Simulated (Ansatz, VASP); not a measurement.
**One calculation of BaS, two programs**

The input INCAR:

```
  PREC = Accurate
  ENCUT = 520
  EDIFF = 1E-7
  ISMEAR = 0
  SIGMA = 0.05
  LREAL = F
  LASPH = T
  NELM = 80
  ALGO = Normal
  ISIF = 2
  LWAVE = F
  LCHARG = T
  GGA = PE
  LELF = T
  LVHAR = T
  NBANDS = 15
```

KPOINTS

```
regular mesh
0
Gamma
  10 10 8
```

File POSCAR:

```
BaS
1.0
    4.3652937922      0.0000000000      0.0000000000
   -2.1826468961      3.7804553190      0.0000000000
    0.0000000000      0.0000000000      3.9780699241
Ba S
1 1
Direct
    0.0000000000      0.0000000000      0.0000000000
    0.6666666667      0.3333333333      0.5201102549
```

Input for Ansatz:

```yaml
crystal:
  lattice:
    - [4.3652937922, 0.0, 0.0]
    - [-2.1826468961, 3.780455319, 0.0]
    - [0.0, 0.0, 3.9780699241]
  atoms:
    - { symbol: Ba, position: [0.0, 0.0, 0.0] }
    - { symbol: S, position: [0.6666666667, 0.3333333333, 0.5201102549] }
basis:
  ecutwfc: 420
  ecutrho_ratio: 4
kpoints:
  mp_grid: { grid: [10, 10, 8] }
hamiltonian:
  xc: pbe
scf:
  occupations: { method: gaussian, width: 0.05 }
output:
  forces: true
  stress: true
  eigenvalues: true
  write_density: true
  write_potential: true
  elf: true
  volumetric_format: npy
```

Alike in both runs: task single point; functional PBE; k mesh 10 × 10 × 8; occupations gaussian, width 0.05 eV; no spin polarisation.

```csv
,VASP,Ansatz
version,VASP 6.6.1,Ansatz 0.2.0
potentials or method,"VASP PAW PBE potentials, release 64 (Ba_sv, S), cutoff 520 eV","scalar-relativistic, plane waves, PAW"
valence electrons in the cell,16,16
```

|  | VASP | Ansatz | Ansatz less VASP |
| --- | --- | --- | --- |
| gap on the k mesh at the Fermi level (eV) | 2.04 | 2.10 | +0.067 |
| least direct gap on the mesh (eV) | 2.04 | 2.10 | +0.067 |
| pressure (GPa) | 0.7 | 0.1 | -0.62 |
| traceless stress, the component that is largest in VASP (GPa) | 0.09 | 0.00 | -0.093 |
| rms of the force components (eV/Å) | 0.094 | 0.085 | -0.0098 |

Atom by atom the forces differ by 0.010 eV/Å (rms over components). With one functional, cell and mesh, what is left measures potentials, basis and numerics.

Neither program's run includes spin-orbit coupling.
